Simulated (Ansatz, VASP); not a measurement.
## Two plane-wave programs on LiF

```
CELL_PARAMETERS angstrom
0.25270 2.14795 2.14795
2.14795 0.25270 2.14795
2.14795 2.14795 0.25270
ATOMIC_POSITIONS crystal
Li 0.00000 0.00000 0.00000
F 0.50000 0.50000 0.50000
```

Alike in both runs: task single point; functional r2SCAN; k mesh 12 × 12 × 12; occupations gaussian, width 0.05 eV; no spin polarisation.

|  | VASP | Ansatz |
| --- | --- | --- |
| version | VASP 6.6.1 | Ansatz 0.2.0 |
| potentials or method | VASP PAW PBE potentials, release 64 (Li_sv, F), cutoff 520 eV | scalar-relativistic, plane waves, PAW |
| valence electrons in the cell | 10 | 10 |

|  | VASP | Ansatz | Ansatz less VASP |
| --- | --- | --- | --- |
| gap on the k mesh at the Fermi level (eV) | 9.56 | 9.34 | -0.216 |
| least direct gap on the mesh (eV) | 9.56 | 9.34 | -0.216 |

VASP's potentials were made for PBE, not for r2SCAN.

Noted on VASP's run: the cutoff is under 1.25 times that of the potentials, so the pressure is a little rough.
